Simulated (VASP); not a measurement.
Set up this calculation in VASP 6.6.1, as the native input.

| Property | Result |
| --- | --- |
| Task | single point |
| Functional | PBEsol |
| Potentials or basis | VASP PAW PBE potentials, release 64 (Mg, O) |
| Cutoff | 520 eV |
| k mesh | 9 × 9 × 2 |
| Occupations | gaussian, width 0.05 eV |
| Spin | no spin polarisation |
| Dipole correction | no |
| Further INCAR settings | ALGO = Normal; EDIFF = 1e-06; NBANDS = 36 |

The structure of MgO lies in POSCAR:

```
MgO
1.0
    2.1075959645     -2.1075959645      0.0000000000
    2.1075959645      0.0000000000     -2.1075959645
   10.6792434011     10.0469646117      9.4146858224
Mg O
6 6
Direct
    1.0000000000     -0.0943984796      0.3146615987
    0.3333333333      0.2808897336      0.1748119993
    0.6666666667      0.5303133072      0.4545111981
    1.0000000000      0.7797368809      0.7342103970
    0.3333333333      0.1550250941      0.5943607975
    0.6666666667      0.6561779467      0.0349623999
    0.6666666667      0.5932456270      0.2447367990
    0.0000000000     -0.0314661599      0.1048871996
    0.3333333333      0.2179574138      0.3845863984
    0.6666666667      0.4673809875      0.6642855972
    1.0000000000      0.8426692007      0.5244359978
    0.3333333333      0.0920927743      0.8041351967
```

One way to write it, as run:

INCAR

```
SYSTEM = MgO
PREC = Accurate ; ENCUT = 520
EDIFF = 1E-6 ; ISMEAR = 0
SIGMA = 0.05 ; LREAL = .False.
LASPH = .True. ; NELM = 80
ALGO = Normal ; ISIF = 2
LWAVE = .False. ; LCHARG = .False.
GGA = PS ; NBANDS = 36
```

KPOINTS

```
Automatic mesh
0
Gamma
  9 9 2
  0 0 0
```

Potentials or basis: VASP PAW PBE potentials, release 64 (Mg, O).

Run with:

```sh
$ cat potpaw_PBE.64/Mg/POTCAR potpaw_PBE.64/O/POTCAR > POTCAR
$ mpirun -np 1 vasp_std > vasp.out
```

Results of the run:

| Property | Result |
| --- | --- |
| Pressure | -0.7 GPa |
| Largest force | 1.275 eV/Å |
| Band gap on the k mesh | zero (bands 24 and 25 overlap by 0.47 eV) |

Caveat: semilocal functionals underestimate gaps, so a narrow gap can read as zero; the PAW data sets were made with another functional, which shifts forces and pressure a little.

It took 11 min on 1 thread of Intel Xeon 8259CL (shared host), peak memory 0.47 GiB.
